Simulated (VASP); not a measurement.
# Al3P4 (P1) in VASP: single point with PBE

Aim: the single point of Al3P4 with PBE.

All numbers are computed with VASP 6.6.1; they aren't measurements. Logs are shortened: lines on timing, memory, paths and dates and some standing lists are left out, and cuts for length are marked.

## (1) The cell of the first run

The typed cell holds 14 atoms: a = 7.782 Å, b = 7.533 Å, c = 7.920 Å, α = 48.31°, β = 57.55°, γ = 62.01°.

## (2) Single point, PBE (atoms taken out)

The input, INCAR:

```
SYSTEM = Al3P4
ALGO = Normal
EDIFF = 1E-6
ENCUT = 500
GGA = PE
GGA_COMPAT = .FALSE.
ISIF = 2
ISMEAR = 0
LASPH = .TRUE.
LCHARG = .FALSE.
LREAL = .FALSE.
LWAVE = .FALSE.
NBANDS = 42
NELM = 120
PREC = Accurate
SIGMA = 0.1
```

The input, KPOINTS:

```
k-points
0
G
  5 5 5
  0 0 0
```

The input, POSCAR:

```
Al3P4
1.0
    5.2166840000     -5.7749710000      0.0001940000
    4.6932310000     -0.5236470000      5.8685210000
    0.5029070000     -5.2722590000      5.8892620000
Al P
6 8
Direct
    0.9791958553      0.5933059072      0.9782991504
    0.0362988702      0.5401782309      0.4388980908
    0.9815034149      0.0052485074      0.9986389623
    0.5365624364      0.4332207635      0.0250554605
    0.5075798465      0.5159386010      0.4968810133
    0.4995000901      0.9580235756      0.4987033988
    0.5093165589      0.1846587906      0.9466926145
    0.3873941534      0.3536202686      0.4141143404
    0.2623208038      0.7301902843      0.8902686373
    0.3352076708      0.9318871904      0.3414653945
    0.8981196998      0.4373904302      0.8500347295
    0.8689472799      0.3816219161      0.4025741885
    0.8237705817      0.0107537349      0.8110764420
    0.8686359864      0.9293697359      0.3852373106
```

Potentials or basis: VASP PAW PBE potentials, release 64 (Al, P).

On the command line:

```bash
$ cat potpaw_PBE.64/Al/POTCAR potpaw_PBE.64/P/POTCAR > POTCAR
$ mpirun -np 1 vasp_std > vasp.out
```

OUTCAR:

```text
SYSTEM = Al3P4
   EDIFF = 1E-6
   ENCUT = 500
   GGA = PE
   ISIF = 2
   ISMEAR = 0
   LASPH = .TRUE.
   LREAL = .FALSE.
   NELM = 120
   PREC = Accurate

 ion  position               nearest neighbor table
   1  0.979  0.593  0.978-  12 2.37  13 2.39  11 2.40   9 2.44   3 3.22
   2  0.036  0.540  0.439-  12 2.35   8 2.38  14 2.41  11 2.46   3 2.93   9 3.15
   3  0.982  0.005  0.999-  13 2.35  14 2.39   9 2.43  11 2.48   2 2.93   1 3.22
   4  0.537  0.433  0.025-   9 2.34   8 2.36  11 2.38   7 2.45   6 2.99
   5  0.508  0.516  0.497-  12 2.36   8 2.37  10 2.41   7 2.67   6 3.31
   6  0.500  0.958  0.499-  10 2.34   8 2.37   9 2.39  14 2.45   4 2.99   5 3.31
   7  0.509  0.185  0.947-  13 2.21  10 2.28   4 2.45   5 2.67
   8  0.387  0.354  0.414-   4 2.36   5 2.37   6 2.37   2 2.38
   9  0.262  0.730  0.890-   4 2.34   6 2.39   3 2.43   1 2.44   2 3.15
  10  0.335  0.932  0.341-   7 2.28   6 2.34   5 2.41
  11  0.898  0.437  0.850-   4 2.38   1 2.40   2 2.46   3 2.48
  12  0.869  0.382  0.403-   2 2.35   5 2.36   1 2.37  13 2.46
  13  0.824  0.011  0.811-   7 2.21   3 2.35   1 2.39  12 2.46
  14  0.869  0.929  0.385-   3 2.39   2 2.41   6 2.45

  LATTYP: Found a triclinic cell.
 ALAT       =     7.5599956924
 B/A-ratio  =     2.9630680958
 C/A-ratio  =     1.0439494979
 COS(alpha) =     0.0058495236
 COS(beta)  =     0.6648127453
 COS(gamma) =     0.7191576031

  Lattice vectors:

 A1 = (  -4.7137770000,   0.5027120000,   5.8890680000)
 A2 = ( -12.5915180000, -14.2667710000,  11.8198120000)
 A3 = (  -0.5234530000,   5.2513240000,   5.8683270000)

Analysis of symmetry for initial positions (statically):
=====================================================================
 Subroutine PRICEL returns:
 Original cell was already a primitive cell.

 Routine SETGRP: Setting up the symmetry group for a
 triclinic supercell.

 Subroutine GETGRP returns: Found  1 space group operations
 (whereof  1 operations were pure point group operations)
 out of a pool of  2 trial point group operations.

The static configuration has the point symmetry C_1 .

Analysis of symmetry for dynamics (positions and initial velocities):
=====================================================================
 Subroutine PRICEL returns:
 Original cell was already a primitive cell.

 Routine SETGRP: Setting up the symmetry group for a
 triclinic supercell.

[... 142 lines left out ...]
   EFERMI =   0.00;   METHOD = LEGACY
   ISMEAR =     0;   SIGMA  =   0.10  broadening in eV -4-tet -1-fermi 0-gaus
   EFERMI_NEDOS =   21; number of points for ismear=-14 and -15
   IALGO  =     38    algorithm
   IMIX   =      4    mixing-type and parameters
     AMIX     =   0.40;   BMIX     =  1.00
     AMIX_MAG =   1.60;   BMIX_MAG =  1.00
  volume/ion in A,a.u.               =      20.56       138.77
  Fermi-wavevector in a.u.,A,eV,Ry     =   0.959716  1.813601 12.531721  0.921056
  Thomas-Fermi vector in A             =   2.088937
   LORBIT       =      0    0 simple, 1 ext, 2 COOP (PROOUT), +10 PAW based schemes
   GGA     = PE    functional components
   LHFCALC =     F    Hartree Fock is set to
   AEXX    =    0.0000 exact exchange contribution
   IVDW    =     0    specifies the selected vdW correction
   LEPSILON=     F    determine dielectric tensor
   LRPA    =     F    only Hartree local field effects (RPA)
 non-spin polarized calculation
 Gauss-broadening in eV      SIGMA  =   0.10
  energy-cutoff  :      500.00
  volume of cell :      287.89
 maximum number of plane-waves:      7339
 NGX is ok and might be reduce to    60
   NGX = 29   NGY = 27   NGZ = 29

 number of electron      58.0000000 magnetization

 Free energy of the ion-electron system (eV)
  ---------------------------------------------------
  ext. energy  EPLUGINS =         0.00000000
  ---------------------------------------------------
  free energy    TOTEN  =       -67.85033517 eV

  energy without entropy =      -67.83271946  energy(sigma->0) =      -67.84152731

 E-fermi :   5.3839     XC(G=0):  -9.2372

 val. band max:        5.3826484430   @ k =   0.2000  -0.0000   0.2000
 cond. band min:       5.3952717757   @ k =  -0.2000  -0.0000   0.2000
 fundamental gap:      0.0126233327
 Fermi energy:         5.3838607373

 k-point     1 :       0.0000    0.0000    0.0000
  band No.  band energies     occupation
      1      -7.9197      2.00000
      2      -6.2492      2.00000
      3      -5.8617      2.00000
      4      -5.4345      2.00000
      5      -5.0064      2.00000
      6      -4.5664      2.00000
[... 1045 lines left out ...]
     40       8.8704      0.00000
     41       9.1896      0.00000

 [... further k-points ...]

 [bands above 41 left out]

------------------------ aborting loop because EDIFF is reached ----------------------------------------

  FORCE on cell =-STRESS in cart. coord.  units (eV):
  Direction    XX          YY          ZZ          XY          YZ          ZX
  --------------------------------------------------------------------------------------
  -------------------------------------------------------------------------------------
  Total        1.1646140      1.3047110     -1.0922369      1.1929813     -0.3422492      0.5825649
  in kB        6.4814003      7.2610789     -6.0786013      6.6392717     -1.9047120      3.2421356
  external PRESSURE =       2.5546259 kB  Pullay stress =       0.0000000 kB

 VOLUME and BASIS-vectors are now :
 -----------------------------------------------------------------------------
  energy-cutoff  :      500.00
  volume of cell :      287.89
      direct lattice vectors                 reciprocal lattice vectors
     5.216684000 -5.774971000  0.000194000     0.096761434 -0.085756737 -0.085035058
     4.693231000 -0.523647000  5.868521000     0.118133716  0.106716179  0.085447899
     0.502907000 -5.272259000  5.889262000    -0.117720856 -0.106337518  0.084656398

 POSITION                                       TOTAL-FORCE (eV/Angst)
 -----------------------------------------------------------------------------------
      8.38467    -11.12336      9.24348         0.009198      0.017119     -0.248800
      2.94527     -2.80647      5.75484         0.003786     -0.084844      0.206886
      5.64705    -10.93599      5.91224         0.143810     -0.014587      0.225178
      4.84488     -3.45759      2.69003         0.099535     -0.030361     -0.065948
      5.31919     -5.82111      5.95416        -0.117384     -0.018901     -0.029002
      7.35276     -6.01556      8.55927         0.075749     -0.100536     -0.030809
      3.99969     -8.02919      6.65909        -0.006345      0.017587     -0.066799
      3.88880     -4.60568      4.51413        -0.013745      0.003379      0.091459
      5.24312     -6.59098      9.52821        -0.028767      0.046923      0.066911
      6.29396     -4.22409      7.47984         0.087378      0.008655     -0.066664
      7.16547     -9.89726      7.57309         0.023497     -0.135134     -0.185083
      6.52652     -7.34046      4.61059        -0.112333     -0.198404      0.071502
      4.75572     -9.03909      4.83991         0.057098      0.235769      0.179085
      9.08688     -7.53408      7.72296        -0.221477      0.253334     -0.147915
 -----------------------------------------------------------------------------------
    total drift:                                0.000466      0.000602     -0.000036

  FREE ENERGIE OF THE ION-ELECTRON SYSTEM (eV)
  ---------------------------------------------------
  free  energy   TOTEN  =       -67.8503351657 eV

  energy  without entropy=      -67.8327194577  energy(sigma->0) =      -67.84152731
```

Wall time 33 min (1 thread of Oxide Virtual Turin-like, shared host); peak memory 0.75 GiB.

Results:

```
Free energy            : -67.8503 eV
Pressure               : 0.3 GPa
Largest force          : 0.368 eV/Å
Band gap on the k mesh : zero (bands 29 and 30 overlap by 1.41 eV)
```

Forces in eV/Å, atoms in the order of the input:
```
Al   0.009  0.017 -0.249
Al   0.004 -0.085  0.207
Al   0.144 -0.015  0.225
Al   0.100 -0.030 -0.066
Al  -0.117 -0.019 -0.029
Al   0.076 -0.101 -0.031
P   -0.006  0.018 -0.067
P   -0.014  0.003  0.091
P   -0.029  0.047  0.067
P    0.087  0.009 -0.067
P    0.023 -0.135 -0.185
P   -0.112 -0.198  0.072
P    0.057  0.236  0.179
P   -0.221  0.253 -0.148
```

Stress tensor (GPa, compression positive):
```
 0.65  0.66  0.32
 0.66  0.73 -0.19
 0.32 -0.19 -0.61
```

Caveat: the cell differs from its parent crystal (atoms taken out).
